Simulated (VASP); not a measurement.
# TePb (Fm-3m) in VASP: a series of runs

Runs on TePb. Level: r2SCAN+D4. Tasks: single point.

All numbers are computed with VASP 6.6.1; they aren't measurements. Logs are shortened: lines on timing, memory, paths and dates and some standing lists are left out, and cuts for length are marked.

## (1) The cell of the first run

The structure is cubic, space group Fm-3m (No. 225). Conventional cell: a = 6.375 Å, b = 6.375 Å, c = 6.375 Å, α = 90.00°, β = 90.00°, γ = 90.00°. Within 4.2 Å of Pb (site symmetry m-3m) lie 6 Te at 3.19 Å. Te (site symmetry m-3m) has 6 Pb at 3.19 Å within 4.2 Å.

## (2) Single point, r2SCAN+D4

POSCAR reads:

```
TePb
1.0
    0.0000000000      3.1873324849      3.1873324849
    3.1873324849      0.0000000000      3.1873324849
    3.1873324849      3.1873324849      0.0000000000
Pb Te
1 1
Direct
    0.0000000000      0.0000000000      0.0000000000
    0.5000000000      0.5000000000      0.5000000000
```

INCAR.step1 reads:

```
SYSTEM = TePb
ALGO = Normal
EDIFF = 1E-4
ENCUT = 520
GGA = PE
ISMEAR = -1
LASPH = .True.
LCHARG = .False.
LREAL = .False.
LWAVE = .True.
NBANDS = 17
NELM = 80
PREC = Accurate
SIGMA = 0.05
```

INCAR.step2 reads:

```
SYSTEM = TePb
ALGO = Normal
EDIFF = 1E-6
ENCUT = 520
ISIF = 2
ISMEAR = -1
ISTART = 1
IVDW = 13
LASPH = .True.
LCHARG = .False.
LMIXTAU = .True.
LREAL = .False.
LWAVE = .False.
METAGGA = R2SCAN
NBANDS = 17
NELM = 80
PREC = Accurate
SIGMA = 0.05
VDW_A1 = 0.51559235
VDW_A2 = 5.77342911
VDW_S6 = 1.0
VDW_S8 = 0.6018749
```

KPOINTS reads:

```
k-points
0
Gamma
  7 7 7
  0 0 0
```

Potentials or basis: VASP PAW PBE potentials, release 64 (Pb_d, Te).

Launch:

```console
$ cat potpaw_PBE.64/Pb_d/POTCAR potpaw_PBE.64/Te/POTCAR > POTCAR
$ cp INCAR.step1 INCAR
$ mpirun -np 1 vasp_std > vasp.out
$ cp INCAR.step2 INCAR
$ mpirun -np 1 vasp_std > vasp.out
```

OUTCAR:

```text
SYSTEM = TePb
   EDIFF = 1E-6
   ENCUT = 520
   ISIF = 2
   ISMEAR = -1
   ISTART = 1
   IVDW = 13
   LASPH = .True.
   LREAL = .False.
   METAGGA = R2SCAN
   NELM = 80
   PREC = Accurate

 ion  position               nearest neighbor table
   1  0.000  0.000  0.000-   2 3.19   2 3.19   2 3.19   2 3.19   2 3.19   2 3.19
   2  0.500  0.500  0.500-   1 3.19   1 3.19   1 3.19   1 3.19   1 3.19   1 3.19

  LATTYP: Found a face centered cubic cell.
 ALAT       =     6.3746649698

  Lattice vectors:

 A1 = (   0.0000000000,   3.1873324849,   3.1873324849)
 A2 = (   3.1873324849,   0.0000000000,   3.1873324849)
 A3 = (   3.1873324849,   3.1873324849,   0.0000000000)

Analysis of symmetry for initial positions (statically):
=====================================================================
 Subroutine PRICEL returns:
 Original cell was already a primitive cell.

 Routine SETGRP: Setting up the symmetry group for a
 face centered cubic supercell.

 Subroutine GETGRP returns: Found 48 space group operations
[... 9 lines left out ...]

 Routine SETGRP: Setting up the symmetry group for a
 face centered cubic supercell.

 Subroutine GETGRP returns: Found 48 space group operations
[... 11 lines left out ...]
                                     Primitive cell

  volume of cell :      64.7608

  direct lattice vectors                    reciprocal lattice vectors
     0.000000000  3.187332485  3.187332485    -0.156870989  0.156870989  0.156870989
     3.187332485  0.000000000  3.187332485     0.156870989 -0.156870989  0.156870989
     3.187332485  3.187332485  0.000000000     0.156870989  0.156870989 -0.156870989

  length of vectors
     4.507568828  4.507568828  4.507568828     0.271708524  0.271708524  0.271708524

  position of ions in fractional coordinates (direct lattice)
     0.000000000  0.000000000  0.000000000
     0.500000000  0.500000000  0.500000000

  ion indices of the primitive-cell ions
   primitive index   ion index
                 1           1
                 2           2

----------------------------------------------------------------------------------------

 KPOINTS: k-points

Automatic generation of k-mesh.
 Grid dimensions read from file:
 generate k-points for:    7    7    7

 Generating k-lattice:

  Cartesian coordinates                     Fractional coordinates (reciprocal lattice)
    -0.022410141  0.022410141  0.022410141     0.142857143  0.000000000  0.000000000
     0.022410141 -0.022410141  0.022410141     0.000000000  0.142857143  0.000000000
     0.022410141  0.022410141 -0.022410141     0.000000000  0.000000000  0.142857143

  Length of vectors
     0.038815503  0.038815503  0.038815503

  Shift w.r.t. Gamma in fractional coordinates (k-lattice)
     0.000000000  0.000000000  0.000000000

 Subroutine IBZKPT returns following result:
 ===========================================

 Found     20 irreducible k-points:

 Following reciprocal coordinates:
            Coordinates               Weight
  0.000000  0.000000  0.000000      1.000000
  0.142857  0.000000  0.000000      8.000000
  0.285714  0.000000  0.000000      8.000000
  0.428571  0.000000  0.000000      8.000000
  0.142857  0.142857  0.000000      6.000000
  0.285714  0.142857  0.000000     24.000000
[... 12 lines left out ...]
 -0.428571  0.428571  0.142857     24.000000
 -0.285714  0.428571  0.142857     24.000000
   k-points           NKPTS =     20   k-points in BZ     NKDIM =     20   number of bands    NBANDS=     17
   number of dos      NEDOS =    301   number of ions     NIONS =      2
   total plane-waves  NPLWV =  46656
   dimension x,y,z NGX =    36 NGY =   36 NGZ =   36
   dimension x,y,z NGXF=    72 NGYF=   72 NGZF=   72
   ions per type =               1   1
   NGX,Y,Z   is equivalent  to a cutoff of  13.28, 13.28, 13.28 a.u.
   NGXF,Y,Z  is equivalent  to a cutoff of  26.55, 26.55, 26.55 a.u.
 SYSTEM =  TePb
   PREC   = accura    normal or accurate (medium, high low for compatibility)
   ISTART =      1    job   : 0-new  1-cont  2-samecut
   ICHARG =      0    charge: 1-file 2-atom 10-const
   ISPIN  =      1    spin polarized calculation?
   LNONCOLLINEAR =      F non collinear calculations
   LSORBIT =      F    spin-orbit coupling
   LASPH  =      T    aspherical Exc in radial PAW
   ENCUT  =  520.0 eV  38.22 Ry    6.18 a.u.   8.38  8.38  8.38*2*pi/ulx,y,z
   NELM   =     80;   NELMIN=  2; NELMDL=  0     # of ELM steps
   EDIFF  = 0.1E-05   stopping-criterion for ELM
   LREAL  =      F    real-space projection
   EDIFFG = 0.1E-04   stopping-criterion for IOM
   NSW    =      0    number of steps for IOM
   IBRION =     -1    ionic relax: 0-MD 1-quasi-New 2-CG
   NFREE  =      0    steps in history (QN), initial steepest desc. (CG)
   ISIF   =      2    stress and relaxation
   ISYM   =      2    0-nonsym 1-usesym 2-fastsym
   POTIM  = 0.5000    time-step for ionic-motion
   TEBEG  =    0.0;   TEEND  =   0.0 temperature during run
   PSTRESS=    0.0 pullay stress
   NELECT =      20.0000    total number of electrons
   NUPDOWN=      -1.0000    fix difference up-down
   EMIN   =  10.00;   EMAX   =-10.00  energy-range for DOS
   EFERMI =   0.00;   METHOD = LEGACY
   ISMEAR =    -1;   SIGMA  =   0.05  broadening in eV -4-tet -1-fermi 0-gaus
   EFERMI_NEDOS =   21; number of points for ismear=-14 and -15
   IALGO  =     38    algorithm
   IMIX   =      4    mixing-type and parameters
     AMIX     =   0.40;   BMIX     =  1.00
     AMIX_MAG =   1.60;   BMIX_MAG =  1.00
  volume/ion in A,a.u.               =      32.38       218.51
  Fermi-wavevector in a.u.,A,eV,Ry     =   1.106575  2.091123 16.660441  1.224508
  Thomas-Fermi vector in A             =   2.243078
   LORBIT       =      0    0 simple, 1 ext, 2 COOP (PROOUT), +10 PAW based schemes
   METAGGA = R2SCAN    functional components
   LHFCALC =     F    Hartree Fock is set to
   AEXX    =    0.0000 exact exchange contribution
   IVDW    =    13    specifies the selected vdW correction
   LEPSILON=     F    determine dielectric tensor
   LRPA    =     F    only Hartree local field effects (RPA)
 non-spin polarized calculation
  energy-cutoff  :      520.00
  volume of cell :       64.76
 maximum number of plane-waves:      1807
 NGX is ok and might be reduce to    36
   NGX = 17   NGY = 17   NGZ = 17

 number of electron      19.9999999 magnetization

 Free energy of the ion-electron system (eV)
  ---------------------------------------------------
  ext. energy  EPLUGINS =         0.00000000
  ---------------------------------------------------
  free energy    TOTEN  =       -82.65172245 eV

  energy without entropy =      -82.65172202  energy(sigma->0) =      -82.65172224

 E-fermi :   6.5828     XC(G=0): -10.0158

 val. band max:        5.9869620542   @ k =   0.4286   0.0000   0.0000
 cond. band min:       7.1763787928   @ k =   0.4286   0.0000   0.0000
 fundamental gap:      1.1894167386
 Fermi energy:         6.5827747922

 k-point     1 :       0.0000    0.0000    0.0000
  band No.  band energies     occupation
      1     -11.3870      2.00000
      2     -11.3870      2.00000
      3     -11.3708      2.00000
      4     -11.3708      2.00000
      5     -11.3708      2.00000
      6      -6.8255      2.00000
[... 9 lines left out ...]
     16      12.1395      0.00000
     17      13.7446      0.00000

 k-point     2 :       0.1429    0.0000    0.0000
  band No.  band energies     occupation
      1     -11.3903      2.00000
      2     -11.3903      2.00000
      3     -11.3703      2.00000
      4     -11.3675      2.00000
      5     -11.3675      2.00000
      6      -6.6314      2.00000
[... 9 lines left out ...]
     16      12.5441      0.00000
     17      15.2050      0.00000

 k-point     3 :       0.2857    0.0000    0.0000
  band No.  band energies     occupation
      1     -11.3990      2.00000
      2     -11.3990      2.00000
      3     -11.3692      2.00000
      4     -11.3588      2.00000
      5     -11.3588      2.00000
      6      -6.0795      2.00000
[... 9 lines left out ...]
     16      13.6305      0.00000
     17      17.6894      0.00000

 k-point     4 :       0.4286    0.0000    0.0000
  band No.  band energies     occupation
      1     -11.4063      2.00000
      2     -11.4063      2.00000
      3     -11.3687      2.00000
      4     -11.3515      2.00000
      5     -11.3515      2.00000
      6      -5.3636      2.00000
[... 9 lines left out ...]
     16      15.2123      0.00000
     17      16.7486      0.00000

 k-point     5 :       0.1429    0.1429    0.0000
  band No.  band energies     occupation
      1     -11.3986      2.00000
      2     -11.3845      2.00000
      3     -11.3730      2.00000
      4     -11.3653      2.00000
      5     -11.3653      2.00000
      6      -6.5662      2.00000
[... 9 lines left out ...]
     16      13.2418      0.00000
     17      14.6875      0.00000

 k-point     6 :       0.2857    0.1429    0.0000
  band No.  band energies     occupation
      1     -11.4110      2.00000
      2     -11.3874      2.00000
      3     -11.3727      2.00000
      4     -11.3597      2.00000
      5     -11.3573      2.00000
      6      -6.1333      2.00000
[... 9 lines left out ...]
     16      14.3443      0.00000
     17      16.0935      0.00000
[... 201 lines left out ...]
 k-point    17 :       0.4286    0.2857    0.1429
  band No.  band energies     occupation
      1     -11.4248      2.00000
      2     -11.3897      2.00000
      3     -11.3718      2.00000
      4     -11.3533      2.00000
      5     -11.3527      2.00000
      6      -5.6293      2.00000
[... 9 lines left out ...]
     16      15.5552      0.00000
     17      16.3224      0.00000

 k-point    18 :      -0.4286    0.2857    0.1429
  band No.  band energies     occupation
      1     -11.4316      2.00000
      2     -11.3957      2.00000
      3     -11.3656      2.00000
      4     -11.3561      2.00000
      5     -11.3467      2.00000
      6      -5.0308      2.00000
[... 9 lines left out ...]
     16      15.9698      0.00000
     17      17.1585      0.00000

 k-point    19 :      -0.4286    0.4286    0.1429
  band No.  band energies     occupation
      1     -11.4551      2.00000
      2     -11.3837      2.00000
      3     -11.3746      2.00000
      4     -11.3488      2.00000
      5     -11.3414      2.00000
      6      -4.8988      2.00000
[... 9 lines left out ...]
     16      16.9082      0.00000
     17      17.5655      0.00000

 k-point    20 :      -0.2857    0.4286    0.1429
  band No.  band energies     occupation
      1     -11.4466      2.00000
      2     -11.3912      2.00000
      3     -11.3657      2.00000
      4     -11.3571      2.00000
      5     -11.3415      2.00000
      6      -4.7436      2.00000
[... 9 lines left out ...]
     16      16.9140      0.00000
     17      17.5660      0.00000

------------------------ aborting loop because EDIFF is reached ----------------------------------------

  DFT-D4 for vdW energy calculation

  Edisp (eV):   -0.29779

  FORCE on cell =-STRESS in cart. coord.  units (eV):
  Direction    XX          YY          ZZ          XY          YZ          ZX
  --------------------------------------------------------------------------------------
  -------------------------------------------------------------------------------------
  Total       1.23125     1.23125     1.23125     0.00000     0.00000     0.00000
  in kB      30.46094    30.46094    30.46094     0.00000     0.00000     0.00000
  external pressure =       30.46 kB  Pullay stress =        0.00 kB

 VOLUME and BASIS-vectors are now :
 -----------------------------------------------------------------------------
  energy-cutoff  :      520.00
  volume of cell :       64.76
      direct lattice vectors                 reciprocal lattice vectors
     0.000000000  3.187332485  3.187332485    -0.156870989  0.156870989  0.156870989
     3.187332485  0.000000000  3.187332485     0.156870989 -0.156870989  0.156870989
     3.187332485  3.187332485  0.000000000     0.156870989  0.156870989 -0.156870989

 POSITION                                       TOTAL-FORCE (eV/Angst)
 -----------------------------------------------------------------------------------
      0.00000      0.00000      0.00000         0.000000     -0.000000     -0.000000
      3.18733      3.18733      3.18733        -0.000000      0.000000      0.000000
 -----------------------------------------------------------------------------------
    total drift:                               -0.000000      0.000000      0.000000

  FREE ENERGIE OF THE ION-ELECTRON SYSTEM (eV)
  ---------------------------------------------------
  free  energy   TOTEN  =       -82.9495165905 eV

  energy  without entropy=      -82.9495161622  energy(sigma->0) =      -82.94951638
```

Wall time 2.5 min (1 thread of AMD EPYC 7R43 (Zen 3), shared host); peak memory 0.18 GiB.

What came out:

```yaml
Free_energy: -82.9495 eV
Pressure: 3.0 GPa
Dispersion_energy_per_atom: -0.149 eV
```

Caveat: this odd mesh misses L, where the gap lies, so gap, dielectric constants and Born charges aren't listed; the PAW data sets were made with another functional, which shifts forces and pressure a little; spin-orbit coupling is left out, which moves the levels of the heavy elements.

## (3) Single point, r2SCAN+D4

This run uses another cell than the first one, of 33.05 Å³/atom, 1.021 times its volume.

POSCAR reads:

```
TePb
1.0
    0.0000000000      3.2093147829      3.2093147829
    3.2093147829      0.0000000000      3.2093147829
    3.2093147829      3.2093147829      0.0000000000
Pb Te
1 1
Direct
    0.0000000000      0.0000000000      0.0000000000
    0.5000000000      0.5000000000      0.5000000000
```

INCAR.step1 reads:

```
SYSTEM = TePb
PREC = Accurate ; ENCUT = 520
ISMEAR = -1 ; SIGMA = 0.05
LREAL = .FALSE. ; LASPH = .TRUE.
NELM = 100 ; NBANDS = 17
GGA = PE ; ALGO = Normal
EDIFF = 1E-4 ; LWAVE = .TRUE.
LCHARG = .FALSE.
```

INCAR.step2 reads:

```
SYSTEM = TePb
PREC = Accurate ; ENCUT = 520
EDIFF = 1E-7 ; ISMEAR = -1
SIGMA = 0.05 ; LREAL = .FALSE.
LASPH = .TRUE. ; NELM = 100
ALGO = Normal ; ISIF = 2
LWAVE = .FALSE. ; LCHARG = .FALSE.
METAGGA = R2SCAN ; LMIXTAU = .TRUE.
IVDW = 13 ; VDW_S6 = 1.0
VDW_S8 = 0.6018749 ; VDW_A1 = 0.51559235
VDW_A2 = 5.77342911 ; NBANDS = 17
ISTART = 1
```

KPOINTS reads:

```
Automatic mesh
0
G
  7 7 7
  0 0 0
```

Potentials or basis: VASP PAW PBE potentials, release 64 (Pb_d, Te).

Launch:

```console
$ cat potpaw_PBE.64/Pb_d/POTCAR potpaw_PBE.64/Te/POTCAR > POTCAR
$ cp INCAR.step1 INCAR
$ mpirun -np 1 vasp_std > vasp.out
$ cp INCAR.step2 INCAR
$ mpirun -np 1 vasp_std > vasp.out
```

Run time: 3.9 min. Hardware: 1 thread of AMD EPYC 7R43 (Zen 3), shared host; peak memory 0.19 GiB.

The run converged. Its results:

```yaml
Free_energy: -82.9707 eV
Pressure: 1.9 GPa
Dispersion_energy_per_atom: -0.146 eV
```

Levels at points of the mesh, in eV from the Fermi level:
```tsv
k point	band 7	band 8	band 9	band 10	band 11	band 12	band 13	band 14
(0.00, 0.00, 0.00)	-6.11	-2.12	-2.12	-2.12	3.84	3.84	3.84	5.59
```

Caveat: this odd mesh misses L, where the gap lies, so gap, dielectric constants and Born charges aren't listed; the PAW data sets were made with another functional, which shifts forces and pressure a little; spin-orbit coupling is left out, which moves the levels of the heavy elements.

## (4) Single point, r2SCAN+D4

This run uses another cell than the first one, of 33.73 Å³/atom, 1.042 times its volume.

POSCAR reads:

```
TePb
1.0
    0.0000000000      3.2310000000      3.2310000000
    3.2310000000      0.0000000000      3.2310000000
    3.2310000000      3.2310000000      0.0000000000
Pb Te
1 1
Direct
    0.0000000000      0.0000000000      0.0000000000
    0.5000000000      0.5000000000      0.5000000000
```

INCAR.step1 reads:

```
SYSTEM = TePb
ALGO = Normal
EDIFF = 1E-4
ENCUT = 520
GGA = PE
ISMEAR = -1
LASPH = .True.
LCHARG = .False.
LREAL = .False.
LWAVE = .True.
NBANDS = 17
NELM = 100
PREC = Accurate
SIGMA = 0.05
```

INCAR.step2 reads:

```
SYSTEM = TePb
ALGO = Normal
EDIFF = 1E-7
ENCUT = 520
ISIF = 2
ISMEAR = -1
ISTART = 1
IVDW = 13
LASPH = .True.
LCHARG = .True.
LELF = .True.
LMIXTAU = .True.
LREAL = .False.
LVHAR = .True.
LWAVE = .False.
METAGGA = R2SCAN
NBANDS = 17
NELM = 100
PREC = Accurate
SIGMA = 0.05
VDW_A1 = 0.51559235
VDW_A2 = 5.77342911
VDW_S6 = 1.0
VDW_S8 = 0.6018749
```

KPOINTS reads:

```
k-points
0
Gamma
  7 7 7
  0 0 0
```

Launch:

```console
$ cat potpaw_PBE.64/Pb_d/POTCAR potpaw_PBE.64/Te/POTCAR > POTCAR
$ cp INCAR.step1 INCAR
$ mpirun -np 1 vasp_std > vasp.out
$ cp INCAR.step2 INCAR
$ mpirun -np 1 vasp_std > vasp.out
```

Run time: 3.5 min. Hardware: 1 thread of AMD EPYC 7R43 (Zen 3), shared host; peak memory 0.19 GiB.

Results (log left out):

```
Free energy                : -82.9829 eV
Pressure                   : 0.9 GPa
Dispersion energy per atom : -0.144 eV
```

Levels at points of the mesh, in eV from the Fermi level:
```tsv
k point	band 8	band 9	band 10	band 11	band 12	band 13
(0.00, 0.00, 0.00)	-2.05	-2.05	-2.05	3.80	3.80	3.80
```

Caveat: this odd mesh misses L, where the gap lies, so gap, dielectric constants and Born charges aren't listed; the PAW data sets were made with another functional, which shifts forces and pressure a little; spin-orbit coupling is left out, which moves the levels of the heavy elements.

## (5) The runs side by side

| cell | pressure (GPa) |
| --- | --- |
| a = 4.508 Å, angles 60.0°, 2 atoms | 3.0 |
| a = 4.539 Å, angles 60.0°, 2 atoms | 1.9 |
| a = 4.569 Å, angles 60.0°, 2 atoms | 0.9 |

Alike in all rows: task single point; level r2SCAN+D4; potentials or basis VASP PAW PBE potentials, release 64 (Pb_d, Te); no spin polarisation; k mesh 7 × 7 × 7; cutoff (eV) 520; smearing fermi-dirac 0.05 eV.

Caveats: the PAW data sets were made with another functional, which shifts forces and pressure a little; spin-orbit coupling is left out, which moves the levels of the heavy elements.

Total energies depend on the potentials used, so only differences within one code and one set of settings carry meaning.
